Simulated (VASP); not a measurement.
# GaGe in VASP: settings compared

GaGe is run at these levels: PBE, revPBE, PBE+D3(BJ); tasks: single point.

All numbers are computed with VASP 6.6.1; they aren't measurements. Logs are shortened: lines on timing, memory, paths and dates and some standing lists are left out, and cuts for length are marked.

## 1. The cell of the first run

It takes space group F-43m (No. 216, cubic). Conventional cell: a = 5.394 Å, b = 5.394 Å, c = 5.394 Å, α = 90.00°, β = 90.00°, γ = 90.00°. Ga (site symmetry -43m) has 4 Ge at 2.34 Å within 3.1 Å. Within 3.1 Å of Ge (site symmetry -43m) lie 4 Ga at 2.34 Å.

## 2. Single point, PBE

INCAR reads:

```
SYSTEM = GaGe
PREC = Accurate
ENCUT = 500
EDIFF = 1E-6
ISMEAR = 0
SIGMA = 0.0054
LREAL = .False.
LASPH = .True.
NELM = 120
ALGO = Normal
ISIF = 2
LWAVE = .False.
LCHARG = .False.
GGA = PE
NBANDS = 20
GGA_COMPAT = .False.
```

KPOINTS reads:

```
Automatic mesh
0
Gamma
  4 4 4
  0 0 0
```

POSCAR reads:

```
GaGe
1.0
    0.0000000000      2.6968286270      2.6968286270
    2.6968286270      0.0000000000      2.6968286270
    2.6968286270      2.6968286270      0.0000000000
Ga Ge
1 1
Direct
    0.7500000000      0.7500000000      0.7500000000
    0.0000000000      0.0000000000      0.0000000000
```

Potentials or basis: VASP PAW PBE potentials, release 64 (Ga_d, Ge_d).

On the command line:

```sh
$ cat potpaw_PBE.64/Ga_d/POTCAR potpaw_PBE.64/Ge_d/POTCAR > POTCAR
$ mpirun -np 1 vasp_std > vasp.out
```

OUTCAR:

```text
SYSTEM = GaGe
   PREC = Accurate
   ENCUT = 500
   EDIFF = 1E-6
   ISMEAR = 0
   LREAL = .False.
   LASPH = .True.
   NELM = 120
   ISIF = 2
   GGA = PE

 ion  position               nearest neighbor table
   1  0.750  0.750  0.750-   2 2.34   2 2.34   2 2.34   2 2.34
   2  0.000  0.000  0.000-   1 2.34   1 2.34   1 2.34   1 2.34

  LATTYP: Found a face centered cubic cell.
 ALAT       =     5.3936572540

  Lattice vectors:

 A1 = (   0.0000000000,   2.6968286270,   2.6968286270)
 A2 = (   2.6968286270,   0.0000000000,   2.6968286270)
 A3 = (   2.6968286270,   2.6968286270,   0.0000000000)

Analysis of symmetry for initial positions (statically):
=====================================================================
 Subroutine PRICEL returns:
 Original cell was already a primitive cell.

 Routine SETGRP: Setting up the symmetry group for a
 face centered cubic supercell.

 Subroutine GETGRP returns: Found 24 space group operations
 (whereof 24 operations were pure point group operations)
 out of a pool of 48 trial point group operations.

The static configuration has the point symmetry T_d .

Analysis of symmetry for dynamics (positions and initial velocities):
=====================================================================
 Subroutine PRICEL returns:
 Original cell was already a primitive cell.

 Routine SETGRP: Setting up the symmetry group for a
 face centered cubic supercell.

 Subroutine GETGRP returns: Found 24 space group operations
 (whereof 24 operations were pure point group operations)
 out of a pool of 48 trial point group operations.

The dynamic configuration has the point symmetry T_d .

 Subroutine INISYM returns: Found 24 space group operations
 (whereof 24 operations are pure point group operations),
 and found     1 'primitive' translations

----------------------------------------------------------------------------------------

                                     Primitive cell

  volume of cell :      39.2274

  direct lattice vectors                    reciprocal lattice vectors
     0.000000000  2.696828627  2.696828627    -0.185402956  0.185402956  0.185402956
     2.696828627  0.000000000  2.696828627     0.185402956 -0.185402956  0.185402956
     2.696828627  2.696828627  0.000000000     0.185402956  0.185402956 -0.185402956

  length of vectors
     3.813891620  3.813891620  3.813891620     0.321127340  0.321127340  0.321127340

  position of ions in fractional coordinates (direct lattice)
     0.750000000  0.750000000  0.750000000
     0.000000000  0.000000000  0.000000000

  ion indices of the primitive-cell ions
   primitive index   ion index
                 1           1
                 2           2

----------------------------------------------------------------------------------------

 KPOINTS: Automatic mesh

Automatic generation of k-mesh.
 Grid dimensions read from file:
 generate k-points for:    4    4    4

 Generating k-lattice:

  Cartesian coordinates                     Fractional coordinates (reciprocal lattice)
    -0.046350739  0.046350739  0.046350739     0.250000000  0.000000000  0.000000000
     0.046350739 -0.046350739  0.046350739     0.000000000  0.250000000  0.000000000
     0.046350739  0.046350739 -0.046350739     0.000000000  0.000000000  0.250000000

  Length of vectors
     0.080281835  0.080281835  0.080281835

  Shift w.r.t. Gamma in fractional coordinates (k-lattice)
     0.000000000  0.000000000  0.000000000

 Subroutine IBZKPT returns following result:
 ===========================================

 Found      8 irreducible k-points:

 Following reciprocal coordinates:
            Coordinates               Weight
  0.000000  0.000000  0.000000      1.000000
  0.250000  0.000000  0.000000      8.000000
  0.500000  0.000000  0.000000      4.000000
  0.250000  0.250000  0.000000      6.000000
  0.500000  0.250000  0.000000     24.000000
 -0.250000  0.250000  0.000000     12.000000
  0.500000  0.500000  0.000000      3.000000
 -0.250000  0.500000  0.250000      6.000000
   k-points           NKPTS =      8   k-points in BZ     NKDIM =      8   number of bands    NBANDS=     20
   number of dos      NEDOS =    301   number of ions     NIONS =      2
   total plane-waves  NPLWV =  21952
   dimension x,y,z NGX =    28 NGY =   28 NGZ =   28
   dimension x,y,z NGXF=    56 NGYF=   56 NGZF=   56
   ions per type =               1   1
   NGX,Y,Z   is equivalent  to a cutoff of  12.21, 12.21, 12.21 a.u.
   NGXF,Y,Z  is equivalent  to a cutoff of  24.41, 24.41, 24.41 a.u.
 SYSTEM =  GaGe
   PREC   = accura    normal or accurate (medium, high low for compatibility)
   ISTART =      0    job   : 0-new  1-cont  2-samecut
   ICHARG =      2    charge: 1-file 2-atom 10-const
   ISPIN  =      1    spin polarized calculation?
   LNONCOLLINEAR =      F non collinear calculations
   LSORBIT =      F    spin-orbit coupling
   LASPH  =      T    aspherical Exc in radial PAW
   ENCUT  =  500.0 eV  36.75 Ry    6.06 a.u.   6.95  6.95  6.95*2*pi/ulx,y,z
   NELM   =    120;   NELMIN=  2; NELMDL= -5     # of ELM steps
   EDIFF  = 0.1E-05   stopping-criterion for ELM
   LREAL  =      F    real-space projection
   EDIFFG = 0.1E-04   stopping-criterion for IOM
   NSW    =      0    number of steps for IOM
   IBRION =     -1    ionic relax: 0-MD 1-quasi-New 2-CG
   NFREE  =      0    steps in history (QN), initial steepest desc. (CG)
   ISIF   =      2    stress and relaxation
   ISYM   =      2    0-nonsym 1-usesym 2-fastsym
   POTIM  = 0.5000    time-step for ionic-motion
   TEBEG  =    0.0;   TEEND  =   0.0 temperature during run
   PSTRESS=    0.0 pullay stress
   NELECT =      27.0000    total number of electrons
   NUPDOWN=      -1.0000    fix difference up-down
   EMIN   =  10.00;   EMAX   =-10.00  energy-range for DOS
   EFERMI =   0.00;   METHOD = LEGACY
   ISMEAR =     0;   SIGMA  =   0.01  broadening in eV -4-tet -1-fermi 0-gaus
   EFERMI_NEDOS =   21; number of points for ismear=-14 and -15
   IALGO  =     38    algorithm
   IMIX   =      4    mixing-type and parameters
     AMIX     =   0.40;   BMIX     =  1.00
     AMIX_MAG =   1.60;   BMIX_MAG =  1.00
  volume/ion in A,a.u.               =      19.61       132.36
  Fermi-wavevector in a.u.,A,eV,Ry     =   1.445438  2.731481 28.426522  2.089290
  Thomas-Fermi vector in A             =   2.563620
   LORBIT       =      0    0 simple, 1 ext, 2 COOP (PROOUT), +10 PAW based schemes
   GGA     = PE    functional components
   LHFCALC =     F    Hartree Fock is set to
   AEXX    =    0.0000 exact exchange contribution
   IVDW    =     0    specifies the selected vdW correction
   LEPSILON=     F    determine dielectric tensor
   LRPA    =     F    only Hartree local field effects (RPA)
 non-spin polarized calculation
 Gauss-broadening in eV      SIGMA  =   0.01
  energy-cutoff  :      500.00
  volume of cell :       39.23
 maximum number of plane-waves:      1008
   NGX = 13   NGY = 13   NGZ = 13

 number of electron      26.9999987 magnetization

 Free energy of the ion-electron system (eV)
  ---------------------------------------------------
  ext. energy  EPLUGINS =         0.00000000
  ---------------------------------------------------
  free energy    TOTEN  =        -6.67705055 eV

  energy without entropy =       -6.67649181  energy(sigma->0) =       -6.67677118

 E-fermi :   5.2066     XC(G=0): -10.5664

 val. band max:        5.2057640909   @ k =  -0.2500   0.2500   0.0000
 cond. band min:       5.3507057559   @ k =   0.5000   0.0000   0.0000
 fundamental gap:      0.1449416649
 Fermi energy:         5.2065675858

 k-point     1 :       0.0000    0.0000    0.0000
  band No.  band energies     occupation
      1     -19.1107      2.00000
      2     -19.1107      2.00000
      3     -19.1107      2.00000
      4     -19.0736      2.00000
      5     -19.0736      2.00000
      6      -9.7153      2.00000
[... 12 lines left out ...]
     19      13.5772      0.00000
     20      16.6783      0.00000

 k-point     2 :       0.2500    0.0000    0.0000
  band No.  band energies     occupation
      1     -19.1108      2.00000
      2     -19.1080      2.00000
      3     -19.1080      2.00000
      4     -19.0726      2.00000
      5     -19.0726      2.00000
      6      -9.7472      2.00000
[... 12 lines left out ...]
     19      14.8499      0.00000
     20      15.2056      0.00000

 k-point     3 :       0.5000    0.0000    0.0000
  band No.  band energies     occupation
      1     -19.1108      2.00000
      2     -19.1055      2.00000
      3     -19.1055      2.00000
      4     -19.0711      2.00000
      5     -19.0711      2.00000
      6      -9.7775      2.00000
[... 12 lines left out ...]
     19      18.3623      0.00000
     20      18.8002      0.00000

 k-point     4 :       0.2500    0.2500    0.0000
  band No.  band energies     occupation
      1     -19.1149      2.00000
      2     -19.1047      2.00000
      3     -19.1047      2.00000
      4     -19.0759      2.00000
      5     -19.0693      2.00000
      6      -9.7694      2.00000
[... 12 lines left out ...]
     19      15.1192      0.00000
     20      17.7864      0.00000

 k-point     5 :       0.5000    0.2500    0.0000
  band No.  band energies     occupation
      1     -19.1133      2.00000
      2     -19.1036      2.00000
      3     -19.1019      2.00000
      4     -19.0750      2.00000
      5     -19.0682      2.00000
      6      -9.7886      2.00000
[... 12 lines left out ...]
     19      17.7414      0.00000
     20      18.9678      0.00000

 k-point     6 :      -0.2500    0.2500    0.0000
  band No.  band energies     occupation
      1     -19.1092      2.00000
      2     -19.1069      2.00000
      3     -19.1048      2.00000
      4     -19.0719      2.00000
      5     -19.0716      2.00000
      6      -9.7730      2.00000
[... 12 lines left out ...]
     19      14.4714      0.00000
     20      17.2753      0.00000

 k-point     7 :       0.5000    0.5000    0.0000
  band No.  band energies     occupation
      1     -19.1189      2.00000
      2     -19.0985      2.00000
      3     -19.0985      2.00000
      4     -19.0785      2.00000
      5     -19.0648      2.00000
      6      -9.8121      2.00000
[... 12 lines left out ...]
     19      19.7676      0.00000
     20      20.5373      0.00000

 k-point     8 :      -0.2500    0.5000    0.2500
  band No.  band energies     occupation
      1     -19.1099      2.00000
      2     -19.1077      2.00000
      3     -19.0986      2.00000
      4     -19.0750      2.00000
      5     -19.0681      2.00000
      6      -9.7926      2.00000
[... 12 lines left out ...]
     19      19.1982      0.00000
     20      19.6842      0.00000

------------------------ aborting loop because EDIFF is reached ----------------------------------------

  FORCE on cell =-STRESS in cart. coord.  units (eV):
  Direction    XX          YY          ZZ          XY          YZ          ZX
  --------------------------------------------------------------------------------------
  -------------------------------------------------------------------------------------
  Total        4.2520802      4.2520802      4.2520802     -0.0000000     -0.0000000      0.0000000
  in kB      173.6688710    173.6688710    173.6688710     -0.0000000     -0.0000000      0.0000000
  external PRESSURE =     173.6688710 kB  Pullay stress =       0.0000000 kB

 VOLUME and BASIS-vectors are now :
 -----------------------------------------------------------------------------
  energy-cutoff  :      500.00
  volume of cell :       39.23
      direct lattice vectors                 reciprocal lattice vectors
     0.000000000  2.696828627  2.696828627    -0.185402956  0.185402956  0.185402956
     2.696828627  0.000000000  2.696828627     0.185402956 -0.185402956  0.185402956
     2.696828627  2.696828627  0.000000000     0.185402956  0.185402956 -0.185402956

 POSITION                                       TOTAL-FORCE (eV/Angst)
 -----------------------------------------------------------------------------------
      4.04524      4.04524      4.04524        -0.000000     -0.000000     -0.000000
      0.00000      0.00000      0.00000         0.000000      0.000000      0.000000
 -----------------------------------------------------------------------------------
    total drift:                                0.000001      0.000001      0.000001

  FREE ENERGIE OF THE ION-ELECTRON SYSTEM (eV)
  ---------------------------------------------------
  free  energy   TOTEN  =        -6.6770505470 eV

  energy  without entropy=       -6.6764918134  energy(sigma->0) =       -6.67677118
```

It took 8.9 s on 1 thread of Intel Xeon 6975P-C, shared host; peak memory 0.15 GiB.

What came out:

```yaml
Free_energy: -6.6771 eV
Pressure: 17.4 GPa
```

Levels at points of the mesh, in eV from the Fermi level:
```tsv
k point	band 10	band 11	band 12	band 13	band 14	band 15	band 16	band 17	band 18	band 19
(0.00, 0.00, 0.00)	-14.81	-12.22	1.83	1.83	1.83	3.99	4.49	4.49	4.49	8.37
(0.50, 0.00, 0.00)	-14.81	-9.61	-6.55	0.14	0.14	2.85	5.47	5.47	8.30	13.16
(0.50, 0.50, 0.00)	-14.80	-8.24	-6.76	-1.97	-1.97	2.03	2.25	12.89	12.89	14.56
```

Caveat: the k points lie up to 0.50 Å⁻¹ apart.

## 3. Single point, revPBE

This run uses another cell than the first one, of 24.76 Å³/atom, 1.263 times its volume.

INCAR reads:

```
PREC = Accurate
ENCUT = 500
EDIFF = 1E-6
ISMEAR = 1
SIGMA = 0.45
LREAL = False
LASPH = True
NELM = 120
ALGO = Normal
ISIF = 2
LWAVE = False
LCHARG = False
GGA = RE
NBANDS = 20
GGA_COMPAT = False
```

KPOINTS reads:

```
regular mesh
0
Gamma
  2 2 2
```

POSCAR reads:

```
GaGe
1.0
    0.0273560075      2.8875194275      2.9096067770
    2.9307673527     -0.0177459760      2.9547087605
    2.9091352836      2.9109893419      0.0038860930
Ga Ge
1 1
Direct
    0.7500000000      0.7500000000      0.7500000000
    0.0000000000      0.0000000000      0.0000000000
```

Potentials or basis: VASP PAW PBE potentials, release 64 (Ga_d, Ge_d).

On the command line:

```sh
$ cat potpaw_PBE.64/Ga_d/POTCAR potpaw_PBE.64/Ge_d/POTCAR > POTCAR
$ mpirun -np 1 vasp_std > vasp.out
```

Run time: 11 s. Hardware: 1 thread of Intel Xeon 6975P-C, shared host; peak memory 0.16 GiB.

It converged, with:

```yaml
Free_energy: -4.7431 eV
Pressure: 2.5 GPa
Largest_force: 0.149 eV/Å
```

Forces on the atoms (eV/Å):
```
Ga  -0.094  0.114  0.020
Ge   0.094 -0.114 -0.020
```

Stress tensor (GPa, compression positive):
```
 2.16 -0.19 -0.68
-0.19  2.23  0.57
-0.68  0.57  3.13
```

Levels at points of the mesh, in eV from the Fermi level:
```
           k point  band 12  band 13  band 14  band 15  band 16  band 17
(0.00, 0.00, 0.00)     1.02     1.08     1.09     1.41     3.52     3.63
(0.50, 0.00, 0.00)    -5.93    -0.35    -0.28     1.35     4.54     4.68
(0.00, 0.50, 0.00)    -5.87    -0.20    -0.14     1.59     4.67     4.75
(0.50, 0.50, 0.00)    -6.42    -1.82    -1.80     1.88     1.97    10.19
(0.00, 0.00, 0.50)    -5.90    -0.27    -0.21     1.47     4.56     4.77
(0.50, 0.00, 0.50)    -6.38    -1.94    -1.78     1.77     1.97    10.21
(0.00, 0.50, 0.50)    -6.38    -1.93    -1.79     1.78     1.95    10.21
(0.50, 0.50, 0.50)    -5.89    -0.26    -0.19     1.49     4.57     4.78
```

Caveat: the k points lie up to 0.94 Å⁻¹ apart; the PAW data sets were made with another functional, which shifts forces and pressure a little.

(Continued in part 2 of 2.)
